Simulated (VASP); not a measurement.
# BaSr3Ti4O12 (P4/mmm) in VASP: notebook

BaSr3Ti4O12 is run at these levels: r2SCAN; tasks: single point.

Program: VASP 6.6.1. These are calculated values, not measurements. Logs are shortened: lines on timing, memory, paths and dates and some standing lists are left out, and cuts for length are marked.

### 1 The cell of the first run

It takes space group P4/mmm (No. 123, tetragonal). Conventional cell: a = 3.808 Å, b = 3.808 Å, c = 15.227 Å, α = 90.00°, β = 90.00°, γ = 90.00°. Within 3.6 Å of Ba (site symmetry 4/mmm) lie 12 O at 2.69 to 2.75 Å and 8 Ti at 3.33 Å. Sr (site symmetry 4mm) has 12 O at 2.66 to 2.69 Å and 8 Ti at 3.28 to 3.29 Å within 3.5 Å. Within 3.5 Å of Sr (site symmetry 4/mmm) lie 12 O at 2.68 to 2.69 Å and 8 Ti at 3.29 Å. Within 2.5 Å of Ti (site symmetry 4mm) lie 6 O at 1.88 to 1.95 Å. Ti (site symmetry 4mm) has 6 O at 1.89 to 1.90 Å within 2.5 Å. Within 2.5 Å of O (site symmetry 2mm) lie 2 Ti at 1.90 Å. Within 2.5 Å of O (site symmetry 2mm) lie 2 Ti at 1.90 Å. Within 2.8 Å of O (site symmetry 4/mmm) lie 2 Ti at 1.95 Å and 4 Ba at 2.69 Å and 8 O at 2.75 Å.

### 2 Single point, r2SCAN (11.04 Å³/atom)

POSCAR reads:

```
BaSr3Ti4O12
1.0
    3.8078448763      0.0000000000      0.0000000000
    0.0000000000      3.8078448763      0.0000000000
    0.0000000000      0.0000000000     15.2266249494
Ba Sr Ti O
1 3 4 12
Direct
    0.0000000000      0.0000000000      0.0000000000
    0.0000000000      0.0000000000      0.2525976381
    0.0000000000      0.0000000000      0.5000000000
    0.0000000000      0.0000000000      0.7474023619
    0.5000000000      0.5000000000      0.1282473779
    0.5000000000      0.5000000000      0.3760428960
    0.5000000000      0.5000000000      0.6239571040
    0.5000000000      0.5000000000      0.8717526221
    0.0000000000      0.5000000000      0.1305053387
    0.0000000000      0.5000000000      0.3761681685
    0.0000000000      0.5000000000      0.6238318315
    0.0000000000      0.5000000000      0.8694946613
    0.5000000000      0.5000000000      0.0000000000
    0.5000000000      0.5000000000      0.2520416174
    0.5000000000      0.5000000000      0.5000000000
    0.5000000000      0.5000000000      0.7479583826
    0.5000000000      0.0000000000      0.1305053387
    0.5000000000      0.0000000000      0.3761681685
    0.5000000000      0.0000000000      0.6238318315
    0.5000000000      0.0000000000      0.8694946613
```

INCAR.step1 reads:

```
SYSTEM = BaSr3Ti4O12
PREC = Accurate
ENCUT = 520
ISMEAR = 0
SIGMA = 0.02
LREAL = Auto
LASPH = .True.
NELM = 100
NBANDS = 96
GGA = PE
ALGO = Normal
EDIFF = 1E-4
LWAVE = .True.
LCHARG = .False.
```

INCAR.step2 reads:

```
SYSTEM = BaSr3Ti4O12
PREC = Accurate
ENCUT = 520
EDIFF = 1E-6
ISMEAR = 0
SIGMA = 0.02
LREAL = Auto
LASPH = .True.
NELM = 100
ALGO = Normal
ISIF = 2
LWAVE = .False.
LCHARG = .False.
METAGGA = R2SCAN
LMIXTAU = .True.
NBANDS = 96
ISTART = 1
```

KPOINTS reads:

```
Automatic mesh
0
Gamma
  8 8 2
  0 0 0
```

Potentials or basis: VASP PAW PBE potentials, release 64 (Ba_sv, Sr_sv, Ti_sv, O).

Launch:

```sh
cat potpaw_PBE.64/Ba_sv/POTCAR potpaw_PBE.64/Sr_sv/POTCAR potpaw_PBE.64/Ti_sv/POTCAR potpaw_PBE.64/O/POTCAR > POTCAR
cp INCAR.step1 INCAR
mpirun -np 1 vasp_std > vasp.out
cp INCAR.step2 INCAR
mpirun -np 1 vasp_std > vasp.out
```

OUTCAR:

```text
SYSTEM = BaSr3Ti4O12
   PREC = Accurate
   ENCUT = 520
   EDIFF = 1E-6
   ISMEAR = 0
   LREAL = Auto
   LASPH = .True.
   NELM = 100
   ISIF = 2
   METAGGA = R2SCAN
   ISTART = 1

 ion  position               nearest neighbor table
   1  0.000  0.000  0.000-  13 2.69  13 2.69  13 2.69  13 2.69  20 2.75   9 2.75  12 2.75  12 2.75
                             9 2.75  17 2.75  20 2.75  17 2.75   5 3.33   8 3.33   8 3.33   8 3.33
   2  0.000  0.000  0.253-   9 2.66  17 2.66   9 2.66  17 2.66  10 2.68  10 2.68  18 2.68  18 2.68
                            14 2.69  14 2.69  14 2.69  14 2.69   6 3.28   6 3.28   6 3.28   6 3.28
   3  0.000  0.000  0.500-  10 2.68  11 2.68  18 2.68  19 2.68  10 2.68  11 2.68  18 2.68  19 2.68
                            15 2.69  15 2.69  15 2.69  15 2.69   6 3.29   7 3.29   7 3.29   7 3.29
   4  0.000  0.000  0.747-  12 2.66  20 2.66  12 2.66  20 2.66  11 2.68  19 2.68  19 2.68  11 2.68
                            16 2.69  16 2.69  16 2.69  16 2.69   7 3.28   7 3.28   7 3.28   7 3.28
   5  0.500  0.500  0.128-  14 1.88   9 1.90  17 1.90  17 1.90   9 1.90  13 1.95   2 3.29   2 3.29
                             2 3.29   2 3.29   1 3.33   1 3.33   1 3.33   1 3.33
   6  0.500  0.500  0.376-  15 1.89  14 1.89  10 1.90  18 1.90  18 1.90  10 1.90   2 3.28   2 3.28
                             2 3.28   2 3.28   3 3.29   3 3.29   3 3.29   3 3.29
   7  0.500  0.500  0.624-  15 1.89  16 1.89  11 1.90  19 1.90  19 1.90  11 1.90   4 3.28   4 3.28
                             4 3.28   4 3.28   3 3.29   3 3.29   3 3.29   3 3.29
   8  0.500  0.500  0.872-  16 1.88  12 1.90  20 1.90  20 1.90  12 1.90  13 1.95   4 3.29   4 3.29
                             4 3.29   4 3.29   1 3.33   1 3.33   1 3.33   1 3.33
   9  0.000  0.500  0.131-   5 1.90   5 1.90   2 2.66   2 2.66   1 2.75   1 2.75
  10  0.000  0.500  0.376-   6 1.90   6 1.90   2 2.68   2 2.68   3 2.68   3 2.68
  11  0.000  0.500  0.624-   7 1.90   7 1.90   4 2.68   4 2.68   3 2.68   3 2.68
  12  0.000  0.500  0.869-   8 1.90   8 1.90   4 2.66   4 2.66   1 2.75   1 2.75
  13  0.500  0.500  0.000-   5 1.95   8 1.95   1 2.69   1 2.69   1 2.69   1 2.69
  14  0.500  0.500  0.252-   5 1.88   6 1.89   2 2.69   2 2.69   2 2.69   2 2.69
  15  0.500  0.500  0.500-   6 1.89   7 1.89   3 2.69   3 2.69   3 2.69   3 2.69
  16  0.500  0.500  0.748-   8 1.88   7 1.89   4 2.69   4 2.69   4 2.69   4 2.69
  17  0.500  0.000  0.131-   5 1.90   5 1.90   2 2.66   2 2.66   1 2.75   1 2.75
  18  0.500  0.000  0.376-   6 1.90   6 1.90   2 2.68   2 2.68   3 2.68   3 2.68
  19  0.500  0.000  0.624-   7 1.90   7 1.90   4 2.68   4 2.68   3 2.68   3 2.68
  20  0.500  0.000  0.869-   8 1.90   8 1.90   4 2.66   4 2.66   1 2.75   1 2.75

  LATTYP: Found a simple tetragonal cell.
 ALAT       =     3.8078448763
 C/A-ratio  =     3.9987513788

  Lattice vectors:

 A1 = (   3.8078448763,   0.0000000000,   0.0000000000)
 A2 = (   0.0000000000,   3.8078448763,   0.0000000000)
 A3 = (   0.0000000000,   0.0000000000,  15.2266249494)

Analysis of symmetry for initial positions (statically):
=====================================================================
 Subroutine PRICEL returns:
 Original cell was already a primitive cell.

 Routine SETGRP: Setting up the symmetry group for a
 simple tetragonal supercell.

 Subroutine GETGRP returns: Found 16 space group operations
 (whereof 16 operations were pure point group operations)
 out of a pool of 16 trial point group operations.

The static configuration has the point symmetry D_4h.

Analysis of symmetry for dynamics (positions and initial velocities):
=====================================================================
 Subroutine PRICEL returns:
 Original cell was already a primitive cell.

 Routine SETGRP: Setting up the symmetry group for a
 simple tetragonal supercell.

 Subroutine GETGRP returns: Found 16 space group operations
 (whereof 16 operations were pure point group operations)
 out of a pool of 16 trial point group operations.

The dynamic configuration has the point symmetry D_4h.

 Subroutine INISYM returns: Found 16 space group operations
 (whereof 16 operations are pure point group operations),
 and found     1 'primitive' translations

----------------------------------------------------------------------------------------

                                     Primitive cell

  volume of cell :     220.7812

  direct lattice vectors                    reciprocal lattice vectors
     3.807844876  0.000000000  0.000000000     0.262615740  0.000000000  0.000000000
     0.000000000  3.807844876  0.000000000     0.000000000  0.262615740  0.000000000
     0.000000000  0.000000000 15.226624949     0.000000000  0.000000000  0.065674436

  length of vectors
     3.807844876  3.807844876 15.226624949     0.262615740  0.262615740  0.065674436

  position of ions in fractional coordinates (direct lattice)
     0.000000000  0.000000000  0.000000000
     0.000000000  0.000000000  0.252597638
     0.000000000  0.000000000  0.500000000
     0.000000000  0.000000000  0.747402362
     0.500000000  0.500000000  0.128247378
     0.500000000  0.500000000  0.376042896
[... 12 lines left out ...]
     0.500000000  0.000000000  0.623831831
     0.500000000  0.000000000  0.869494661

  ion indices of the primitive-cell ions
   primitive index   ion index
                 1           1
                 2           2
                 3           3
                 4           4
                 5           5
                 6           6
[... 12 lines left out ...]
                19          19
                20          20

----------------------------------------------------------------------------------------

 KPOINTS: Automatic mesh

Automatic generation of k-mesh.
 Grid dimensions read from file:
 generate k-points for:    8    8    2

 Generating k-lattice:

  Cartesian coordinates                     Fractional coordinates (reciprocal lattice)
     0.032826968  0.000000000  0.000000000     0.125000000  0.000000000  0.000000000
     0.000000000  0.032826968  0.000000000     0.000000000  0.125000000  0.000000000
     0.000000000  0.000000000  0.032837218     0.000000000  0.000000000  0.500000000

  Length of vectors
     0.032826968  0.032826968  0.032837218

  Shift w.r.t. Gamma in fractional coordinates (k-lattice)
     0.000000000  0.000000000  0.000000000

 Subroutine IBZKPT returns following result:
 ===========================================

 Found     30 irreducible k-points:

 Following reciprocal coordinates:
            Coordinates               Weight
  0.000000  0.000000  0.000000      1.000000
  0.125000  0.000000  0.000000      4.000000
  0.250000  0.000000  0.000000      4.000000
  0.375000  0.000000  0.000000      4.000000
  0.500000  0.000000  0.000000      2.000000
  0.125000  0.125000  0.000000      4.000000
[... 16 lines left out ...]
  0.375000  0.125000  0.500000      8.000000
  0.500000  0.125000  0.500000      4.000000
 [... further k-points ...]
   k-points           NKPTS =     30   k-points in BZ     NKDIM =     30   number of bands    NBANDS=     96
   number of dos      NEDOS =    301   number of ions     NIONS =     20
   total plane-waves  NPLWV =  94080
   dimension x,y,z NGX =    28 NGY =   28 NGZ =  120
   dimension x,y,z NGXF=    56 NGYF=   56 NGZF=  240
   ions per type =               1   3   4  12
   NGX,Y,Z   is equivalent  to a cutoff of  12.22, 12.22, 13.10 a.u.
   NGXF,Y,Z  is equivalent  to a cutoff of  24.45, 24.45, 26.20 a.u.
 SYSTEM =  BaSr3Ti4O12
   PREC   = accura    normal or accurate (medium, high low for compatibility)
   ISTART =      1    job   : 0-new  1-cont  2-samecut
   ICHARG =      0    charge: 1-file 2-atom 10-const
   ISPIN  =      1    spin polarized calculation?
   LNONCOLLINEAR =      F non collinear calculations
   LSORBIT =      F    spin-orbit coupling
   LASPH  =      T    aspherical Exc in radial PAW
   ENCUT  =  520.0 eV  38.22 Ry    6.18 a.u.   7.08  7.08 28.31*2*pi/ulx,y,z
   NELM   =    100;   NELMIN=  2; NELMDL=  0     # of ELM steps
   EDIFF  = 0.1E-05   stopping-criterion for ELM
   LREAL  =      T    real-space projection
   EDIFFG = 0.1E-04   stopping-criterion for IOM
   NSW    =      0    number of steps for IOM
   IBRION =     -1    ionic relax: 0-MD 1-quasi-New 2-CG
   NFREE  =      0    steps in history (QN), initial steepest desc. (CG)
   ISIF   =      2    stress and relaxation
   ISYM   =      2    0-nonsym 1-usesym 2-fastsym
   POTIM  = 0.5000    time-step for ionic-motion
   TEBEG  =    0.0;   TEEND  =   0.0 temperature during run
   PSTRESS=    0.0 pullay stress
   NELECT =     160.0000    total number of electrons
   NUPDOWN=      -1.0000    fix difference up-down
   EMIN   =  10.00;   EMAX   =-10.00  energy-range for DOS
   EFERMI =   0.00;   METHOD = LEGACY
   ISMEAR =     0;   SIGMA  =   0.02  broadening in eV -4-tet -1-fermi 0-gaus
   EFERMI_NEDOS =   21; number of points for ismear=-14 and -15
   IALGO  =     38    algorithm
   IMIX   =      4    mixing-type and parameters
     AMIX     =   0.40;   BMIX     =  1.00
     AMIX_MAG =   1.60;   BMIX_MAG =  1.00
  volume/ion in A,a.u.               =      11.04        74.50
  Fermi-wavevector in a.u.,A,eV,Ry     =   1.470486  2.778815 29.420257  2.162328
  Thomas-Fermi vector in A             =   2.585737
   LORBIT       =      0    0 simple, 1 ext, 2 COOP (PROOUT), +10 PAW based schemes
   METAGGA = R2SCAN    functional components
   LHFCALC =     F    Hartree Fock is set to
   AEXX    =    0.0000 exact exchange contribution
   IVDW    =     0    specifies the selected vdW correction
   LEPSILON=     F    determine dielectric tensor
   LRPA    =     F    only Hartree local field effects (RPA)
 non-spin polarized calculation
 Gauss-broadening in eV      SIGMA  =   0.02
  energy-cutoff  :      520.00
  volume of cell :      220.78
 maximum number of plane-waves:      5973
   NGX = 15   NGY = 15   NGZ = 57

 number of electron     159.9999965 magnetization

 Free energy of the ion-electron system (eV)
  ---------------------------------------------------
  ext. energy  EPLUGINS =         0.00000000
  ---------------------------------------------------
  free energy    TOTEN  =      -262.60936572 eV

  energy without entropy =     -262.60936572  energy(sigma->0) =     -262.60936572

 E-fermi :   4.7902     XC(G=0): -12.4824

 val. band max:        4.5800398068   @ k =   0.5000   0.5000   0.0000
 cond. band min:       6.9938811562   @ k =   0.0000   0.0000   0.0000
 fundamental gap:      2.4138413494
 Fermi energy:         4.7902355351

 k-point     1 :       0.0000    0.0000    0.0000
  band No.  band energies     occupation
      1     -53.7617      2.00000
      2     -53.7608      2.00000
      3     -53.6619      2.00000
      4     -53.6604      2.00000
      5     -29.1766      2.00000
      6     -29.1212      2.00000
[... 84 lines left out ...]
     91       9.2292      0.00000
     92       9.2292      0.00000

 k-point     2 :       0.1250    0.0000    0.0000
  band No.  band energies     occupation
      1     -53.7613      2.00000
      2     -53.7604      2.00000
      3     -53.6615      2.00000
      4     -53.6600      2.00000
      5     -29.1670      2.00000
      6     -29.1170      2.00000
[... 2079 lines left out ...]
     91       9.3987      0.00000
     92       9.5353      0.00000

 k-point    24 :       0.5000    0.1250    0.5000
  band No.  band energies     occupation
      1     -53.7587      2.00000
      2     -53.7578      2.00000
      3     -53.6589      2.00000
      4     -53.6574      2.00000
      5     -29.1664      2.00000
      6     -29.1640      2.00000
[... 84 lines left out ...]
     91       9.5741      0.00000
     92       9.7009      0.00000

 [... further k-points ...]

 [bands above 92 left out]

------------------------ aborting loop because EDIFF is reached ----------------------------------------

  FORCE on cell =-STRESS in cart. coord.  units (eV):
  Direction    XX          YY          ZZ          XY          YZ          ZX
  --------------------------------------------------------------------------------------
  -------------------------------------------------------------------------------------
  Total       32.1408853     32.1408853     32.1360510      0.0000000     -0.0000000      0.0000000
  in kB      233.2417389    233.2417389    233.2066575      0.0000000     -0.0000000      0.0000000
  external PRESSURE =     233.2300451 kB  Pullay stress =       0.0000000 kB

 VOLUME and BASIS-vectors are now :
 -----------------------------------------------------------------------------
  energy-cutoff  :      520.00
  volume of cell :      220.78
      direct lattice vectors                 reciprocal lattice vectors
     3.807844876  0.000000000  0.000000000     0.262615740  0.000000000  0.000000000
     0.000000000  3.807844876  0.000000000     0.000000000  0.262615740  0.000000000
     0.000000000  0.000000000 15.226624949     0.000000000  0.000000000  0.065674436

 POSITION                                       TOTAL-FORCE (eV/Angst)
 -----------------------------------------------------------------------------------
      0.00000      0.00000      0.00000        -0.000000      0.000000     -0.000000
      0.00000      0.00000      3.84621        -0.000000      0.000000      0.009710
      0.00000      0.00000      7.61331        -0.000000      0.000000     -0.000000
      0.00000      0.00000     11.38042        -0.000000      0.000000     -0.009710
      1.90392      1.90392      1.95277        -0.000000     -0.000000      0.006510
      1.90392      1.90392      5.72586        -0.000000     -0.000000     -0.003239
[... 12 lines left out ...]
      1.90392      0.00000      9.49885        -0.000000      0.000000      0.002056
      1.90392      0.00000     13.23947         0.000000      0.000000     -0.048271
 -----------------------------------------------------------------------------------
    total drift:                                0.000000      0.000000      0.000000

  FREE ENERGIE OF THE ION-ELECTRON SYSTEM (eV)
  ---------------------------------------------------
  free  energy   TOTEN  =      -262.6093657165 eV

  energy  without entropy=     -262.6093657165  energy(sigma->0) =     -262.60936572
```

It took 42 min on 1 thread of AMD EPYC 7R13 (Zen 3), shared host; peak memory 0.55 GiB.

What came out:

| Property | Result |
| --- | --- |
| Free energy | -262.6094 eV |
| Pressure | 23.3 GPa |
| Largest force | 0.048 eV/Å |
| Band gap on the k mesh | 2.41 eV (least direct gap 2.68 eV) |

Forces in eV/Å, atoms in the order of the input:
```
Ba   0.000  0.000  0.000
Sr   0.000  0.000  0.010
Sr   0.000  0.000  0.000
Sr   0.000  0.000 -0.010
Ti   0.000  0.000  0.007
Ti   0.000  0.000 -0.003
Ti   0.000  0.000  0.003
Ti   0.000  0.000 -0.007
O    0.000  0.000  0.048
O    0.000  0.000 -0.002
O    0.000  0.000  0.002
O    0.000  0.000 -0.048
O    0.000  0.000  0.000
O    0.000  0.000  0.010
O    0.000  0.000  0.000
O    0.000  0.000 -0.010
O    0.000  0.000  0.048
O    0.000  0.000 -0.002
O    0.000  0.000  0.002
O    0.000  0.000 -0.048
```

Levels at points of the mesh, in eV from the valence-band top:
| k point | band 77 | band 78 | band 79 | band 80 | band 81 | band 82 | band 83 | band 84 |
| --- | --- | --- | --- | --- | --- | --- | --- | --- |
| (0.00, 0.00, 0.00) | -0.56 | -0.27 | -0.26 | -0.26 | 2.41 | 2.43 | 2.43 | 2.51 |
| (0.50, 0.00, 0.00) | -0.75 | -0.74 | -0.59 | -0.11 | 2.64 | 3.67 | 3.74 | 4.58 |
| (0.50, 0.50, 0.00) | -0.05 | 0.00 | 0.00 | 0.00 | 4.62 | 4.62 | 4.98 | 4.98 |
| (0.00, 0.00, 0.50) | -0.39 | -0.39 | -0.36 | -0.36 | 2.42 | 2.48 | 2.59 | 2.65 |
| (0.50, 0.00, 0.50) | -1.01 | -0.90 | -0.32 | -0.18 | 2.95 | 3.01 | 4.29 | 4.48 |
| (0.50, 0.50, 0.50) | -0.12 | -0.10 | -0.04 | 0.00 | 4.68 | 4.68 | 4.77 | 4.77 |

Caveat: the cell stands under pressure; the PAW data sets were made with another functional, which shifts forces and pressure a little; spin-orbit coupling is left out, which moves the levels of the heavy elements. A k mesh can miss the band edges.

(Part 1 of 2 ends here.)
